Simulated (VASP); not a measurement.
Wanted: the native input for a VASP 6.6.1 run.

* Task: single point
* Functional: PBE
* Potentials or basis: VASP PAW PBE potentials, release 64 (Sr_sv)
* Cutoff: 520 eV
* k mesh: 2 × 2 × 2
* Occupations: gaussian, width 0.1 eV
* Spin: no spin polarisation
* Dipole correction: no
* Further INCAR settings: ALGO = Normal; EDIFF = 1e-06; NBANDS = 44

The structure of Sr lies in POSCAR:

```
Sr
1.0
    0.0000000000      6.1611081000      6.1611081000
    6.1611081000      0.0000000000      6.1611081000
    6.1611081000      6.1611081000      0.0000000000
Sr
7
Direct
   -0.0199810648      0.0174052294      0.0339804945
    0.0156763197      0.5007223457     -0.0000036519
   -0.0223225267      0.5372423996      0.5163870603
    0.5312029016     -0.0162307654     -0.0352292958
    0.1150151870      0.0012910015      0.4994634001
    0.4808833820      0.4999202173      0.0007772141
    0.5300564358      0.4654326711      0.4838551688
```

One way to write it, as run:

INCAR

```
SYSTEM = Sr
ALGO     = Normal         ! electronic algorithm
EDIFF    = 1E-6           ! SCF threshold, eV
ENCUT    = 520            ! plane-wave cutoff, eV
GGA      = PE             ! functional
ISIF     = 2              ! what is computed and relaxed
ISMEAR   = 0              ! smearing method
LASPH    = .TRUE.         ! aspherical terms in the spheres
LCHARG   = .FALSE.        ! write CHGCAR
LREAL    = .FALSE.        ! projectors in reciprocal space
LWAVE    = .FALSE.        ! write WAVECAR
NBANDS   = 44             ! bands
NELM     = 80             ! most SCF steps
PREC     = Accurate       ! precision mode
SIGMA    = 0.1            ! smearing width, eV
```

KPOINTS

```
k-points
0
G
  2 2 2
  0 0 0
```

Potentials or basis: VASP PAW PBE potentials, release 64 (Sr_sv).

The run is started by

```sh
$ cat potpaw_PBE.64/Sr_sv/POTCAR > POTCAR
$ mpirun -np 1 vasp_std > vasp.out
```

Results of the run:

```yaml
Pressure: -0.8 GPa
Largest_force: 0.124 eV/Å
Band_gap_on_the_k_mesh: zero (bands 35 and 36 overlap by 0.34 eV)
```

Caveat: the k points lie up to 0.44 Å⁻¹ apart.

Run time: 7 min on 1 thread of Intel Xeon 8259CL (shared host), peak memory 0.72 GiB.
